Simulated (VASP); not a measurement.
# Ta in VASP: further runs

The runs below take Ta through single point, with PBE, LDA, PBEsol.

All numbers are computed with VASP 6.6.1; they aren't measurements. Logs are shortened: lines on timing, memory, paths and dates and some standing lists are left out, and cuts for length are marked.

## 1. The cell of the first run

The cell holds a sheet with vacuum, 2 atoms: a = 2.719 Å, b = 2.719 Å, c = 28.487 Å, α = 90.00°, β = 90.00°, γ = 90.00°.

## 2. Single point, PBE

INCAR reads:

```
SYSTEM = Ta
ALGO = Normal
EDIFF = 1E-6
ENCUT = 520
GGA = PE
ISIF = 2
ISMEAR = -1
LASPH = .True.
LCHARG = .True.
LELF = .True.
LREAL = .False.
LVHAR = .True.
LWAVE = .False.
NBANDS = 18
NELM = 80
PREC = Accurate
SIGMA = 0.05
```

KPOINTS reads:

```
k-points
0
Gamma
  10 10 1
  0 0 0
```

POSCAR reads:

```
Ta
1.0
    2.7189800000      0.0000000000      0.0000000000
    0.0000000000      2.7189800000      0.0000000000
    0.0000000000      0.0000000000     28.4866400000
Ta
2
Direct
    1.0000000000      0.5000000000      0.3026400000
    0.5000000000      0.0000000000      0.2239200000
```

Potentials or basis: VASP PAW PBE potentials, release 64 (Ta_pv).

Command:

```sh
$ cat potpaw_PBE.64/Ta_pv/POTCAR > POTCAR
$ mpirun -np 1 vasp_std > vasp.out
```

OUTCAR:

```text
SYSTEM = Ta
   EDIFF = 1E-6
   ENCUT = 520
   GGA = PE
   ISIF = 2
   ISMEAR = -1
   LASPH = .True.
   LREAL = .False.
   NELM = 80
   PREC = Accurate

 ion  position               nearest neighbor table
   1  0.000  0.500  0.303-   2 2.95   2 2.95   2 2.95   2 2.95
   2  0.500  0.000  0.224-   1 2.95   1 2.95   1 2.95   1 2.95

  LATTYP: Found a simple tetragonal cell.
 ALAT       =     2.7189800000
 C/A-ratio  =    10.4769582711

  Lattice vectors:

 A1 = (   2.7189800000,   0.0000000000,   0.0000000000)
 A2 = (   0.0000000000,   2.7189800000,   0.0000000000)
 A3 = (   0.0000000000,   0.0000000000,  28.4866400000)

Analysis of symmetry for initial positions (statically):
=====================================================================
 Subroutine PRICEL returns:
 Original cell was already a primitive cell.

 Routine SETGRP: Setting up the symmetry group for a
 simple tetragonal supercell.

 Subroutine GETGRP returns: Found 16 space group operations
 (whereof  4 operations were pure point group operations)
 out of a pool of 16 trial point group operations.

The static configuration has the point symmetry C_2v.
 The point group associated with its full space group is D_4h.

Analysis of symmetry for dynamics (positions and initial velocities):
=====================================================================
 Subroutine PRICEL returns:
 Original cell was already a primitive cell.

 Routine SETGRP: Setting up the symmetry group for a
 simple tetragonal supercell.

 Subroutine GETGRP returns: Found 16 space group operations
 (whereof  4 operations were pure point group operations)
 out of a pool of 16 trial point group operations.

The dynamic configuration has the point symmetry C_2v.
 The point group associated with its full space group is D_4h.

 Subroutine INISYM returns: Found 16 space group operations
 (whereof  4 operations are pure point group operations),
 and found     1 'primitive' translations

----------------------------------------------------------------------------------------

                                     Primitive cell

  volume of cell :     210.5975

  direct lattice vectors                    reciprocal lattice vectors
     2.718980000  0.000000000  0.000000000     0.367784978  0.000000000  0.000000000
     0.000000000  2.718980000  0.000000000     0.000000000  0.367784978  0.000000000
     0.000000000  0.000000000 28.486640000     0.000000000  0.000000000  0.035104175

  length of vectors
     2.718980000  2.718980000 28.486640000     0.367784978  0.367784978  0.035104175

  position of ions in fractional coordinates (direct lattice)
     0.000000000  0.500000000  0.302640000
     0.500000000  0.000000000  0.223920000

  ion indices of the primitive-cell ions
   primitive index   ion index
                 1           1
                 2           2

----------------------------------------------------------------------------------------

 KPOINTS: k-points

Automatic generation of k-mesh.
 Grid dimensions read from file:
 generate k-points for:   10   10    1

 Generating k-lattice:

  Cartesian coordinates                     Fractional coordinates (reciprocal lattice)
     0.036778498  0.000000000  0.000000000     0.100000000  0.000000000  0.000000000
     0.000000000  0.036778498  0.000000000     0.000000000  0.100000000  0.000000000
     0.000000000  0.000000000  0.035104175     0.000000000  0.000000000  1.000000000

  Length of vectors
     0.036778498  0.036778498  0.035104175

  Shift w.r.t. Gamma in fractional coordinates (k-lattice)
     0.000000000  0.000000000  0.000000000

 Subroutine IBZKPT returns following result:
 ===========================================

 Found     21 irreducible k-points:

 Following reciprocal coordinates:
            Coordinates               Weight
  0.000000  0.000000  0.000000      1.000000
  0.100000  0.000000  0.000000      4.000000
  0.200000  0.000000  0.000000      4.000000
  0.300000  0.000000  0.000000      4.000000
  0.400000  0.000000  0.000000      4.000000
  0.500000  0.000000  0.000000      2.000000
[... 13 lines left out ...]
  0.500000  0.400000  0.000000      4.000000
  0.500000  0.500000  0.000000      1.000000
   k-points           NKPTS =     21   k-points in BZ     NKDIM =     21   number of bands    NBANDS=     18
   number of dos      NEDOS =    301   number of ions     NIONS =      2
   total plane-waves  NPLWV =  86400
   dimension x,y,z NGX =    20 NGY =   20 NGZ =  216
   dimension x,y,z NGXF=    40 NGYF=   40 NGZF=  432
   ions per type =               2
   NGX,Y,Z   is equivalent  to a cutoff of  12.23, 12.23, 12.61 a.u.
   NGXF,Y,Z  is equivalent  to a cutoff of  24.46, 24.46, 25.21 a.u.
 SYSTEM =  Ta
   PREC   = accura    normal or accurate (medium, high low for compatibility)
   ISTART =      0    job   : 0-new  1-cont  2-samecut
   ICHARG =      2    charge: 1-file 2-atom 10-const
   ISPIN  =      1    spin polarized calculation?
   LNONCOLLINEAR =      F non collinear calculations
   LSORBIT =      F    spin-orbit coupling
   LASPH  =      T    aspherical Exc in radial PAW
   ENCUT  =  520.0 eV  38.22 Ry    6.18 a.u.   5.06  5.06 52.97*2*pi/ulx,y,z
   NELM   =     80;   NELMIN=  2; NELMDL= -5     # of ELM steps
   EDIFF  = 0.1E-05   stopping-criterion for ELM
   LREAL  =      F    real-space projection
   EDIFFG = 0.1E-04   stopping-criterion for IOM
   NSW    =      0    number of steps for IOM
   IBRION =     -1    ionic relax: 0-MD 1-quasi-New 2-CG
   NFREE  =      0    steps in history (QN), initial steepest desc. (CG)
   ISIF   =      2    stress and relaxation
   ISYM   =      2    0-nonsym 1-usesym 2-fastsym
   POTIM  = 0.5000    time-step for ionic-motion
   TEBEG  =    0.0;   TEEND  =   0.0 temperature during run
   PSTRESS=    0.0 pullay stress
   NELECT =      22.0000    total number of electrons
   NUPDOWN=      -1.0000    fix difference up-down
   EMIN   =  10.00;   EMAX   =-10.00  energy-range for DOS
   EFERMI =   0.00;   METHOD = LEGACY
   ISMEAR =    -1;   SIGMA  =   0.05  broadening in eV -4-tet -1-fermi 0-gaus
   EFERMI_NEDOS =   21; number of points for ismear=-14 and -15
   IALGO  =     38    algorithm
   IMIX   =      4    mixing-type and parameters
     AMIX     =   0.40;   BMIX     =  1.00
     AMIX_MAG =   1.60;   BMIX_MAG =  1.00
  volume/ion in A,a.u.               =     105.30       710.59
  Fermi-wavevector in a.u.,A,eV,Ry     =   0.771018  1.457013  8.088243  0.594469
  Thomas-Fermi vector in A             =   1.872346
   LORBIT       =      0    0 simple, 1 ext, 2 COOP (PROOUT), +10 PAW based schemes
   GGA     = PE    functional components
   LHFCALC =     F    Hartree Fock is set to
   AEXX    =    0.0000 exact exchange contribution
   IVDW    =     0    specifies the selected vdW correction
   LEPSILON=     F    determine dielectric tensor
   LRPA    =     F    only Hartree local field effects (RPA)
 non-spin polarized calculation
  energy-cutoff  :      520.00
  volume of cell :      210.60
 maximum number of plane-waves:      5714
   NGX = 11   NGY = 11   NGZ =105

 number of electron      22.0000008 magnetization

 Free energy of the ion-electron system (eV)
  ---------------------------------------------------
  ext. energy  EPLUGINS =         0.00000000
  ---------------------------------------------------
  free energy    TOTEN  =       -21.16117400 eV

  energy without entropy =      -21.14758166  energy(sigma->0) =      -21.15437783

 E-fermi :  -2.7303     XC(G=0):  -2.8640

 val. band max:       -2.7482643694   @ k =   0.4000   0.1000   0.0000
 cond. band min:      -2.6677196269   @ k =   0.2000   0.2000   0.0000
 fundamental gap:      0.0805447425
 Fermi energy:        -2.7303174670

 k-point     1 :       0.0000    0.0000    0.0000
  band No.  band energies     occupation
      1     -37.4512      2.00000
      2     -36.8329      2.00000
      3     -36.4334      2.00000
      4     -36.4334      2.00000
      5     -36.2784      2.00000
      6     -36.2784      2.00000
[... 10 lines left out ...]
     17       1.7256      0.00000
     18       2.1116      0.00000

 k-point     2 :       0.1000    0.0000    0.0000
  band No.  band energies     occupation
      1     -37.4283      2.00000
      2     -36.8510      2.00000
      3     -36.5398      2.00000
      4     -36.4189      2.00000
      5     -36.4062      2.00000
      6     -36.2713      2.00000
[... 10 lines left out ...]
     17       1.8211      0.00000
     18       2.1294      0.00000

 k-point     3 :       0.2000    0.0000    0.0000
  band No.  band energies     occupation
      1     -37.3744      2.00000
      2     -36.9904      2.00000
      3     -36.7199      2.00000
      4     -36.7196      2.00000
      5     -36.3797      2.00000
      6     -36.2536      2.00000
[... 10 lines left out ...]
     17       2.1443      0.00000
     18       2.2799      0.00000

 k-point     4 :       0.3000    0.0000    0.0000
  band No.  band energies     occupation
      1     -37.3818      2.00000
      2     -37.3108      2.00000
      3     -37.0013      2.00000
      4     -36.7881      2.00000
      5     -36.3274      2.00000
      6     -36.2353      2.00000
[... 312 lines left out ...]
      4     -37.2074      2.00000
      5     -36.8984      2.00000
      6     -36.8322      2.00000
[... 10 lines left out ...]
     17       3.5956      0.00000
     18       5.0445      0.00000

 k-point    20 :       0.5000    0.4000    0.0000
  band No.  band energies     occupation
      1     -37.5351      2.00000
      2     -37.5351      2.00000
      3     -37.2493      2.00000
      4     -37.2493      2.00000
      5     -36.8622      2.00000
      6     -36.8622      2.00000
[... 10 lines left out ...]
     17       5.5608      0.00000
     18       5.5608      0.00000

 k-point    21 :       0.5000    0.5000    0.0000
  band No.  band energies     occupation
      1     -37.5664      2.00000
      2     -37.5664      2.00000
      3     -37.2988      2.00000
      4     -37.2988      2.00000
      5     -36.8578      2.00000
      6     -36.8578      2.00000
[... 10 lines left out ...]
     17       6.0019      0.00000
     18       6.0019      0.00000

------------------------ aborting loop because EDIFF is reached ----------------------------------------

  FORCE on cell =-STRESS in cart. coord.  units (eV):
  Direction    XX          YY          ZZ          XY          YZ          ZX
  --------------------------------------------------------------------------------------
  -------------------------------------------------------------------------------------
  Total        0.1826581      0.1826581     -0.1622981      0.0000000      0.0000000      0.0000000
  in kB        1.3896210      1.3896210     -1.2347268      0.0000000      0.0000000      0.0000000
  external PRESSURE =       0.5148384 kB  Pullay stress =       0.0000000 kB

 VOLUME and BASIS-vectors are now :
 -----------------------------------------------------------------------------
  energy-cutoff  :      520.00
  volume of cell :      210.60
      direct lattice vectors                 reciprocal lattice vectors
     2.718980000  0.000000000  0.000000000     0.367784978  0.000000000  0.000000000
     0.000000000  2.718980000  0.000000000     0.000000000  0.367784978  0.000000000
     0.000000000  0.000000000 28.486640000     0.000000000  0.000000000  0.035104175

 POSITION                                       TOTAL-FORCE (eV/Angst)
 -----------------------------------------------------------------------------------
      0.00000      1.35949      8.62120         0.000000      0.000000     -0.067750
      1.35949      0.00000      6.37873        -0.000000     -0.000000      0.067750
 -----------------------------------------------------------------------------------
    total drift:                                0.000000      0.000000     -0.000045

  FREE ENERGIE OF THE ION-ELECTRON SYSTEM (eV)
  ---------------------------------------------------
  free  energy   TOTEN  =       -21.1611739962 eV

  energy  without entropy=      -21.1475816628  energy(sigma->0) =      -21.15437783
```

It took 43 s on 1 thread of Intel Xeon 6975P-C (Granite Rapids), shared host; peak memory 0.29 GiB.

Results:

* Free energy: -21.1612 eV
* Largest force: 0.068 eV/Å
* Band gap on the k mesh: zero (band 11 reaches -1.16 eV, above the bottom of band 12 at -3.21 eV)

Forces on the atoms (eV/Å):
```
Ta   0.000  0.000 -0.068
Ta   0.000  0.000  0.068
```

Caveat: spin-orbit coupling is left out, which moves the levels of the heavy elements.

[end of part 1 of 2]
